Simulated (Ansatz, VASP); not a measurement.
MgS: VASP beside Ansatz

Contents of INCAR:

```
SYSTEM = MgS
  PREC = Accurate
  ENCUT = 520
  EDIFF = 1E-6
  ISMEAR = -1
  SIGMA = 0.05
  LREAL = .False.
  LASPH = .True.
  NELM = 80
  ALGO = Normal
  ISIF = 2
  LWAVE = .False.
  LCHARG = .False.
  NBANDS = 16
```

The input KPOINTS:

```
regular mesh
0
Gamma
  8 8 4
  0 0 0
```

The input POSCAR:

```
MgS
1.0
    3.9800937980      0.0000000000      0.0000000000
   -1.9900468990      3.4468623386      0.0000000000
    0.0000000000      0.0000000000      6.3453606289
S Mg
2 2
Direct
    0.6666666667      0.3333333333      0.8792441500
    0.3333333333      0.6666666667      0.3792441500
    0.3333333333      0.6666666667      0.9957548500
    0.6666666667      0.3333333333      0.4957548500
```

Contents of input.yaml:

```yaml
crystal:
  lattice:
    - [3.980093798, 0.0, 0.0]
    - [-1.990046899, 3.4468623386, 0.0]
    - [0.0, 0.0, 6.3453606289]
  atoms:
    - { symbol: S, position: [0.6666666667, 0.3333333333, 0.87924415] }
    - { symbol: S, position: [0.3333333333, 0.6666666667, 0.37924415] }
    - { symbol: Mg, position: [0.3333333333, 0.6666666667, 0.99575485] }
    - { symbol: Mg, position: [0.6666666667, 0.3333333333, 0.49575485] }
hamiltonian:
  xc: lda
  pseudopotentials: { kind: paw }
kpoints:
  mp_grid: { grid: [8, 8, 4] }
scf:
  occupations: { method: fermi_dirac, width: 0.05 }
output:
  forces: true
  stress: true
  eigenvalues: true
```

Alike in both runs: task single point; functional LDA; k mesh 8 × 8 × 4; occupations fermi-dirac, width 0.05 eV; no spin polarisation.

|  | VASP | Ansatz |
| --- | --- | --- |
| version | VASP 6.6.1 | Ansatz 0.2.0 |
| potentials or method | VASP PAW LDA potentials, release 64 (S, Mg) | Ansatz PAW |
| plane-wave cutoff (eV) | 520 | 420 |
| valence electrons in the cell | 16 | 32 |

```csv
,VASP,Ansatz,Ansatz less VASP
gap on the k mesh at the Fermi level (eV),3.36,3.35,-0.011
least direct gap on the mesh (eV),3.36,3.35,-0.011
pressure (GPa),0.0,0.3,+0.32
"traceless stress, the component that is largest in VASP (GPa)",-0.23,-0.25,-0.013
rms of the force components (eV/Å),0.029,0.027,-0.0014
```

LDA's correlation is that of Perdew and Zunger in VASP and of Perdew and Wang (1992) in Ansatz. Atom by atom the forces differ by 0.001 eV/Å (rms over components). VASP's potentials hold 16 valence electrons a cell and Ansatz's 32, so a difference there can come from the potentials and not from the codes.
